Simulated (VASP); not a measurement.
Input of a VASP 6.6.1 run:

INCAR

```
PREC = Accurate
ENCUT = 570
EDIFF = 1E-6
ISMEAR = -1
SIGMA = 0.05
LREAL = False
LASPH = True
NELM = 120
ALGO = Normal
ISIF = 2
LWAVE = False
LCHARG = True
GGA = PE
LELF = True
LVHAR = True
NBANDS = 22
GGA_COMPAT = False
```

KPOINTS

```
Automatic mesh
0
Gamma
  7 7 5
```

File POSCAR:

```
PtS2
1.0
    3.4953130487      0.0000000000      0.0000000000
   -1.7476565244      3.0270298944      0.0000000000
    0.0000000000      0.0000000000      4.9706997601
Pt S
1 2
Direct
    0.0000000000      0.0000000000      0.0000000000
    0.6666666667      0.3333333333      0.7730000000
    0.3333333333      0.6666666667      0.2270000000
```

Potentials or basis: VASP PAW PBE potentials, release 64 (Pt_sv_GW, S).

Command:

```sh
$ cat potpaw_PBE.64/Pt_sv_GW/POTCAR potpaw_PBE.64/S/POTCAR > POTCAR
$ mpirun -np 1 vasp_std > vasp.out
```

**Question.** Estimate the band gap on the k mesh.

**Answer.** 0.93 eV (least direct gap 1.22 eV).

**Question.** Predict the largest force.

**Answer.** 1.901 eV/Å.

**Question.** What does it give for the pressure?

**Answer.** 18.6 GPa.

Forces in eV/Å, atoms in the order of the input:
```
Pt   0.000  0.000  0.000
S    0.000  0.000 -1.901
S    0.000  0.000  1.901
```

Caveat: the stress differs along the axes, from 15 to 20 GPa; spin-orbit coupling is left out, which moves the levels of the heavy elements; forces of over 1 eV/Å act on the atoms, so gaps and moduli don't describe the material at rest. A k mesh can miss the band edges.
